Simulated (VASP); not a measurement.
# Sn4Se3S (P2_1) in VASP: a series of runs

Sn4Se3S is run at these levels: PBE+D3(BJ); tasks: single point.

All numbers are computed with VASP 6.6.1; they aren't measurements. Logs are shortened: lines on timing, memory, paths and dates and some standing lists are left out, and cuts for length are marked.

## (1) The cell of the first run

Symmetry: P2_1, No. 4, monoclinic system. Conventional cell: a = 8.313 Å, b = 4.424 Å, c = 11.328 Å, α = 90.00°, β = 90.00°, γ = 90.00°. Within 3.5 Å of Sn (site symmetry 1) lie 3 S at 2.67 to 3.29 Å and 3 Se at 2.81 to 3.48 Å. Within 3.5 Å of Sn (site symmetry 1) lie 4 Se at 2.67 to 3.48 Å and 2 S at 2.81 to 3.29 Å. Within 3.5 Å of Sn (site symmetry 1) lie 5 Se at 2.67 to 3.29 Å and 1 S at 3.48 Å. Sn (site symmetry 1) has 6 Se at 2.67 to 3.48 Å within 3.5 Å. S (site symmetry 1) has 6 Sn at 2.67 to 3.48 Å within 3.5 Å. Se (site symmetry 1) has 6 Sn at 2.67 to 3.48 Å within 3.5 Å. Within 3.5 Å of Se (site symmetry 1) lie 6 Sn at 2.67 to 3.48 Å. Within 3.5 Å of Se (site symmetry 1) lie 6 Sn at 2.67 to 3.48 Å.

## (2) Single point, PBE+D3(BJ)

The input, INCAR:

```
SYSTEM = Sn4Se3S
ALGO = Normal
EDIFF = 1E-6
ENCUT = 520
GGA = PE
ISIF = 2
ISMEAR = 0
IVDW = 12
LASPH = .True.
LCHARG = .False.
LREAL = Auto
LWAVE = .False.
NBANDS = 94
NELM = 60
PREC = Accurate
SIGMA = 0.1
```

The input, KPOINTS:

```
k-points
0
Gamma
  2 2 4
  0 0 0
```

The input, POSCAR:

```
Sn4Se3S
1.0
   11.3284535700      0.0000000000      0.0000000000
    0.0000000000      8.3128232000      0.0000000000
    0.0000000000      0.0000000000      4.4242471900
Sn S Se
8 2 6
Direct
    0.1230000000      0.1250000000      0.0910000000
    0.1230000000      0.6250000000      0.0910000000
    0.3770000000      0.3750000000      0.5910000000
    0.3770000000      0.8750000000      0.5910000000
    0.6230000000      0.1250000000      0.4090000000
    0.6230000000      0.6250000000      0.4090000000
    0.8770000000      0.3750000000      0.9090000000
    0.8770000000      0.8750000000      0.9090000000
    0.3570000000      0.1250000000      0.0160000000
    0.1430000000      0.3750000000      0.5160000000
    0.3570000000      0.6250000000      0.0160000000
    0.1430000000      0.8750000000      0.5160000000
    0.8570000000      0.1250000000      0.4840000000
    0.8570000000      0.6250000000      0.4840000000
    0.6430000000      0.3750000000      0.9840000000
    0.6430000000      0.8750000000      0.9840000000
```

Potentials or basis: VASP PAW PBE potentials, release 64 (Sn_d, S, Se).

Started as:

```sh
> cat potpaw_PBE.64/Sn_d/POTCAR potpaw_PBE.64/S/POTCAR potpaw_PBE.64/Se/POTCAR > POTCAR
> mpirun -np 1 vasp_std > vasp.out
```

OUTCAR:

```text
SYSTEM = Sn4Se3S
   EDIFF = 1E-6
   ENCUT = 520
   GGA = PE
   ISIF = 2
   ISMEAR = 0
   IVDW = 12
   LASPH = .True.
   LREAL = Auto
   NELM = 60
   PREC = Accurate
 IVDW          = 12

 ion  position               nearest neighbor table
   1  0.123  0.125  0.091-   9 2.67  10 2.81  12 2.81   8 3.57   7 3.57
   2  0.123  0.625  0.091-  11 2.67  10 2.81  12 2.81   8 3.57   7 3.57
   3  0.377  0.375  0.591-  10 2.67   9 2.81  11 2.81   6 3.57   5 3.57
   4  0.377  0.875  0.591-  12 2.67  11 2.81   9 2.81   6 3.57   5 3.57
   5  0.623  0.125  0.409-  13 2.67  15 2.81  16 2.81   4 3.57   3 3.57
   6  0.623  0.625  0.409-  14 2.67  15 2.81  16 2.81   4 3.57   3 3.57
   7  0.877  0.375  0.909-  15 2.67  14 2.81  13 2.81   2 3.57   1 3.57
   8  0.877  0.875  0.909-  16 2.67  14 2.81  13 2.81   2 3.57   1 3.57
   9  0.357  0.125  0.016-   1 2.67   3 2.81   4 2.81
  10  0.143  0.375  0.516-   3 2.67   2 2.81   1 2.81
  11  0.357  0.625  0.016-   2 2.67   3 2.81   4 2.81
  12  0.143  0.875  0.516-   4 2.67   2 2.81   1 2.81
  13  0.857  0.125  0.484-   5 2.67   7 2.81   8 2.81
  14  0.857  0.625  0.484-   6 2.67   7 2.81   8 2.81
  15  0.643  0.375  0.984-   7 2.67   6 2.81   5 2.81
  16  0.643  0.875  0.984-   8 2.67   6 2.81   5 2.81

  LATTYP: Found a simple orthorhombic cell.
 ALAT       =     4.4242471900
 B/A-ratio  =     1.8789237678
 C/A-ratio  =     2.5605381172

  Lattice vectors:

 A1 = (   0.0000000000,   0.0000000000,  -4.4242471900)
 A2 = (   0.0000000000,   8.3128232000,   0.0000000000)
 A3 = (  11.3284535700,   0.0000000000,   0.0000000000)

Analysis of symmetry for initial positions (statically):
=====================================================================
 Subroutine PRICEL returns:
 Original cell was already a primitive cell.

 Routine SETGRP: Setting up the symmetry group for a
 simple orthorhombic supercell.

 Subroutine GETGRP returns: Found  2 space group operations
 (whereof  1 operations were pure point group operations)
 out of a pool of  8 trial point group operations.

The static configuration has the point symmetry C_1 .
 The point group associated with its full space group is C_2 .

Analysis of symmetry for dynamics (positions and initial velocities):
=====================================================================
 Subroutine PRICEL returns:
 Original cell was already a primitive cell.

 Routine SETGRP: Setting up the symmetry group for a
 simple orthorhombic supercell.

 Subroutine GETGRP returns: Found  2 space group operations
 (whereof  1 operations were pure point group operations)
 out of a pool of  8 trial point group operations.
[... 124 lines left out ...]
   ISYM   =      2    0-nonsym 1-usesym 2-fastsym
   POTIM  = 0.5000    time-step for ionic-motion
   TEBEG  =    0.0;   TEEND  =   0.0 temperature during run
   PSTRESS=    0.0 pullay stress
   NELECT =     160.0000    total number of electrons
   NUPDOWN=      -1.0000    fix difference up-down
   EMIN   =  10.00;   EMAX   =-10.00  energy-range for DOS
   EFERMI =   0.00;   METHOD = LEGACY
   ISMEAR =     0;   SIGMA  =   0.10  broadening in eV -4-tet -1-fermi 0-gaus
   EFERMI_NEDOS =   21; number of points for ismear=-14 and -15
   IALGO  =     38    algorithm
   IMIX   =      4    mixing-type and parameters
     AMIX     =   0.40;   BMIX     =  1.00
     AMIX_MAG =   1.60;   BMIX_MAG =  1.00
  volume/ion in A,a.u.               =      26.04       175.73
  Fermi-wavevector in a.u.,A,eV,Ry     =   1.189950  2.248679 19.265585  1.415981
  Thomas-Fermi vector in A             =   2.326046
   LORBIT       =      0    0 simple, 1 ext, 2 COOP (PROOUT), +10 PAW based schemes
   GGA     = PE    functional components
   LHFCALC =     F    Hartree Fock is set to
   AEXX    =    0.0000 exact exchange contribution
   IVDW    =    12    specifies the selected vdW correction
   LEPSILON=     F    determine dielectric tensor
   LRPA    =     F    only Hartree local field effects (RPA)
 non-spin polarized calculation
 Gauss-broadening in eV      SIGMA  =   0.10
  energy-cutoff  :      520.00
  volume of cell :      416.64
 maximum number of plane-waves:     11276
   NGX = 43   NGY = 31   NGZ = 17

 number of electron     159.9999969 magnetization

 Free energy of the ion-electron system (eV)
  ---------------------------------------------------
  ext. energy  EPLUGINS =         0.00000000
  ---------------------------------------------------
  free energy    TOTEN  =       -66.71812234 eV

  energy without entropy =      -66.71812234  energy(sigma->0) =      -66.71812234

 E-fermi :   5.9214     XC(G=0):  -9.7457

 val. band max:        5.3991173327   @ k =   0.5000   0.0000   0.5000
 cond. band min:       6.4964806633   @ k =   0.0000   0.0000   0.0000
 fundamental gap:      1.0973633306
 Fermi energy:         5.9213590231

 k-point     1 :       0.0000    0.0000    0.0000
  band No.  band energies     occupation
      1     -15.7038      2.00000
      2     -15.6993      2.00000
      3     -15.6983      2.00000
      4     -15.6927      2.00000
      5     -15.6926      2.00000
      6     -15.6917      2.00000
[... 1129 lines left out ...]
     91       8.9906      0.00000
     92       8.9906      0.00000
 [bands above 92 left out]

------------------------ aborting loop because EDIFF is reached ----------------------------------------

 Edisp (eV)   -5.71522

 E8    (eV) :    -2.5547

  FORCE on cell =-STRESS in cart. coord.  units (eV):
  Direction    XX          YY          ZZ          XY          YZ          ZX
  --------------------------------------------------------------------------------------
  -------------------------------------------------------------------------------------
  Total       5.54199    -1.99285    -3.49588    -0.03631     0.00000     0.00000
  in kB      21.31170    -7.66348   -13.44339    -0.13963     0.00000     0.00000
  external pressure =        0.07 kB  Pullay stress =        0.00 kB

 VOLUME and BASIS-vectors are now :
 -----------------------------------------------------------------------------
  energy-cutoff  :      520.00
  volume of cell :      416.64
      direct lattice vectors                 reciprocal lattice vectors
    11.328453570  0.000000000  0.000000000     0.088273302  0.000000000  0.000000000
     0.000000000  8.312823200  0.000000000     0.000000000  0.120296075  0.000000000
     0.000000000  0.000000000  4.424247190     0.000000000  0.000000000  0.226027154

 POSITION                                       TOTAL-FORCE (eV/Angst)
 -----------------------------------------------------------------------------------
      1.39340      1.03910      0.40261         0.332964      0.430295      0.082211
      1.39340      5.19551      0.40261        -0.405844     -0.428362      0.160006
      4.27083      3.11731      2.61473        -0.332964     -0.430295      0.082211
      4.27083      7.27372      2.61473         0.405844      0.428362      0.160006
      7.05763      1.03910      1.80952        -0.511284     -0.007264      0.023205
      7.05763      5.19551      1.80952        -0.401677      0.007302      0.042053
[... 8 lines left out ...]
      7.28420      3.11731      4.35346        -0.398461     -0.002109     -0.046665
      7.28420      7.27372      4.35346        -0.360219      0.002060     -0.035388
 -----------------------------------------------------------------------------------
    total drift:                                0.000000      0.000000     -0.029318

  FREE ENERGIE OF THE ION-ELECTRON SYSTEM (eV)
  ---------------------------------------------------
  free  energy   TOTEN  =       -72.4333392647 eV

  energy  without entropy=      -72.4333392647  energy(sigma->0) =      -72.43333926
```

stdout:

```text
POSCAR found type information on POSCAR SnS Se
 POSCAR found :  3 types and      16 ions
 scaLAPACK will be used
 LDA part: xc-table for (Slater+PW92), standard interpolation
 POSCAR, INCAR and KPOINTS ok, starting setup
 FFT: planning ... GRIDC
 FFT: planning ... GRID_SOFT
 FFT: planning ... GRID
 WAVECAR not read
 entering main loop
```

Wall time 5.8 min (1 thread of Intel Xeon 6975P-C (Granite Rapids), shared host); peak memory 0.6 GiB.

What came out:

```yaml
Free_energy: -72.4333 eV
Pressure: 0.0 GPa
Largest_force: 0.611 eV/Å
Band_gap_on_the_k_mesh: 1.10 eV, indirect (least direct gap 1.28 eV)
Dispersion_energy_per_atom: -0.357 eV
```

Forces on the atoms (eV/Å):
```
Sn   0.333  0.430  0.082
Sn  -0.406 -0.428  0.160
Sn  -0.333 -0.430  0.082
Sn   0.406  0.428  0.160
Sn  -0.511 -0.007  0.023
Sn  -0.402  0.007  0.042
Sn   0.511  0.007  0.023
Sn   0.402 -0.007  0.042
S   -0.285  0.011 -0.305
S    0.285 -0.011 -0.305
Se   0.338 -0.020  0.080
Se  -0.338  0.020  0.080
Se   0.398  0.002 -0.047
Se   0.360 -0.002 -0.035
Se  -0.398 -0.002 -0.047
Se  -0.360  0.002 -0.035
```

Levels at points of the mesh, in eV from the valence-band top:
| k point | band 77 | band 78 | band 79 | band 80 | band 81 | band 82 | band 83 | band 84 |
| --- | --- | --- | --- | --- | --- | --- | --- | --- |
| (0.00, 0.00, 0.00) | -0.57 | -0.50 | -0.49 | -0.32 | 1.10 | 1.19 | 1.19 | 1.70 |
| (0.50, 0.00, 0.00) | -0.74 | -0.74 | -0.48 | -0.36 | 1.64 | 1.64 | 1.72 | 1.72 |
| (0.00, 0.50, 0.00) | -0.55 | -0.54 | -0.04 | -0.01 | 1.27 | 1.27 | 1.50 | 1.57 |
| (0.50, 0.50, 0.00) | -0.33 | -0.28 | -0.25 | -0.22 | 1.81 | 1.82 | 1.89 | 1.90 |
| (0.00, 0.00, 0.50) | -0.53 | -0.53 | -0.04 | -0.04 | 1.55 | 1.55 | 1.89 | 1.89 |
| (0.50, 0.00, 0.50) | -0.32 | -0.32 | 0.00 | 0.00 | 1.54 | 1.54 | 1.89 | 1.89 |
| (0.00, 0.50, 0.50) | -0.75 | -0.75 | -0.67 | -0.67 | 1.85 | 1.85 | 1.87 | 1.87 |
| (0.50, 0.50, 0.50) | -0.93 | -0.93 | -0.88 | -0.88 | 2.63 | 2.63 | 2.78 | 2.78 |

Caveat: spin-orbit coupling is left out, which moves the levels of the heavy elements.

## (3) Single point, PBE+D3(BJ)

This run uses another cell than the first one, of 25.63 Å³/atom, 0.984 times its volume.

The input, INCAR:

```
SYSTEM = Sn4Se3S
PREC = Accurate
ENCUT = 520
EDIFF = 1E-7
ISMEAR = 0
SIGMA = 0.02
LREAL = Auto
LASPH = .TRUE.
NELM = 60
ALGO = Normal
ISIF = 2
LWAVE = .FALSE.
LCHARG = .FALSE.
GGA = PE
IVDW = 12
NBANDS = 94
```

The input, KPOINTS:

```
Automatic mesh
0
G
  2 2 4
  0 0 0
```

The input, POSCAR:

```
Sn4Se3S
1.0
   11.4134617981      0.0039339617      0.0000000000
    0.0028867425      8.2582094312      0.0000000000
    0.0000000000      0.0000000000      4.3511025101
Sn S Se
8 2 6
Direct
    0.1218451327      0.1328599067      0.0975598935
    0.1192330867      0.6164618930      0.1067485454
    0.3781548673      0.3671400933      0.5975598935
    0.3807669133      0.8835381070      0.6067485454
    0.6158930990      0.1255420735      0.4063831657
    0.6157553189      0.6248105729      0.4062869193
    0.8841069010      0.3744579265      0.9063831657
    0.8842446811      0.8751894271      0.9062869193
    0.3505779437      0.1266636866      0.0133356071
    0.1494220563      0.3733363134      0.5133356071
    0.3585423450      0.6238441537      0.0229881119
    0.1414576550      0.8761558463      0.5229881119
    0.8570118906      0.1254632868      0.4730724147
    0.8577100100      0.6242488497      0.4736253423
    0.6429881094      0.3745367132      0.9730724147
    0.6422899900      0.8757511503      0.9736253423
```

Potentials or basis: VASP PAW PBE potentials, release 64 (Sn_d, S, Se).

Started as:

```sh
> cat potpaw_PBE.64/Sn_d/POTCAR potpaw_PBE.64/S/POTCAR potpaw_PBE.64/Se/POTCAR > POTCAR
> mpirun -np 1 vasp_std > vasp.out
```

OUTCAR:

```text
SYSTEM = Sn4Se3S
   PREC = Accurate
   ENCUT = 520
   EDIFF = 1E-7
   ISMEAR = 0
   LREAL = Auto
   LASPH = .TRUE.
   NELM = 60
   ISIF = 2
   GGA = PE
   IVDW = 12
 IVDW          = 12

 ion  position               nearest neighbor table
   1  0.122  0.133  0.098-   9 2.64  10 2.70  12 2.82  10 3.24   7 3.47   8 3.55
   2  0.119  0.616  0.107-  10 2.70  11 2.76  12 2.82   7 3.46   8 3.54
   3  0.378  0.367  0.598-  10 2.64   9 2.70  11 2.82   9 3.24   5 3.47   6 3.55
   4  0.381  0.884  0.607-   9 2.70  12 2.76  11 2.82   5 3.46   6 3.54
   5  0.616  0.126  0.406-  13 2.77  15 2.81  16 2.81  15 3.23  16 3.23   4 3.46   3 3.47
[... 1374 lines left out ...]
  Total       0.97062     0.00279    -0.84584    -0.00801     0.00000     0.00000
  in kB       3.79192     0.01089    -3.30442    -0.03130     0.00000     0.00000
  external pressure =        0.17 kB  Pullay stress =        0.00 kB

 VOLUME and BASIS-vectors are now :
 -----------------------------------------------------------------------------
  energy-cutoff  :      520.00
  volume of cell :      410.11
      direct lattice vectors                 reciprocal lattice vectors
    11.413461798  0.003933962  0.000000000     0.087615847 -0.000030627  0.000000000
     0.002886743  8.258209431  0.000000000    -0.000041738  0.121091640  0.000000000
     0.000000000  0.000000000  4.351102510     0.000000000  0.000000000  0.229826808

 POSITION                                       TOTAL-FORCE (eV/Angst)
 -----------------------------------------------------------------------------------
      1.39106      1.09766      0.42449         0.028361      0.002923      0.002348
      1.36264      5.09134      0.46447         0.031630      0.006193      0.010102
      4.31712      3.03341      2.60004        -0.028361     -0.002923      0.002348
      4.34842      7.29794      2.64003        -0.031630     -0.006193      0.010102
      7.02983      1.03918      1.76821         0.027878      0.003658     -0.012994
      7.02970      5.16224      1.76780         0.021648     -0.001181     -0.005171
[... 8 lines left out ...]
      7.33980      3.09553      4.23394         0.002755     -0.004794      0.016968
      7.33328      7.23466      4.23634        -0.008121      0.008605      0.026192
 -----------------------------------------------------------------------------------
    total drift:                               -0.000001      0.000000      0.027846

  FREE ENERGIE OF THE ION-ELECTRON SYSTEM (eV)
  ---------------------------------------------------
  free  energy   TOTEN  =       -72.6844626002 eV

  energy  without entropy=      -72.6844626002  energy(sigma->0) =      -72.68446260
```

stdout:

```text
POSCAR found type information on POSCAR SnS Se
 POSCAR found :  3 types and      16 ions
 scaLAPACK will be used
 LDA part: xc-table for (Slater+PW92), standard interpolation
 POSCAR, INCAR and KPOINTS ok, starting setup
 FFT: planning ... GRIDC
 FFT: planning ... GRID_SOFT
 FFT: planning ... GRID
 WAVECAR not read
 entering main loop
```

Run time: 6 min. Hardware: 1 thread of Intel Xeon 6975P-C (Granite Rapids), shared host; peak memory 0.6 GiB.

What came out:

| Property | Result |
| --- | --- |
| Free energy | -72.6845 eV |
| Pressure | 0.0 GPa |
| Largest force | 0.034 eV/Å |
| Band gap on the k mesh | 0.78 eV, indirect (least direct gap 1.17 eV) |
| Dispersion energy per atom | -0.363 eV |

Forces in eV/Å, atoms in the order of the input:
```
Sn   0.028  0.003  0.002
Sn   0.032  0.006  0.010
Sn  -0.028 -0.003  0.002
Sn  -0.032 -0.006  0.010
Sn   0.028  0.004 -0.013
Sn   0.022 -0.001 -0.005
Sn  -0.028 -0.004 -0.013
Sn  -0.022  0.001 -0.005
S    0.009 -0.002 -0.014
S   -0.009  0.002 -0.014
Se   0.012  0.008 -0.023
Se  -0.012 -0.008 -0.023
Se  -0.003  0.005  0.017
Se   0.008 -0.009  0.026
Se   0.003 -0.005  0.017
Se  -0.008  0.009  0.026
```

Caveat: spin-orbit coupling is left out, which moves the levels of the heavy elements.
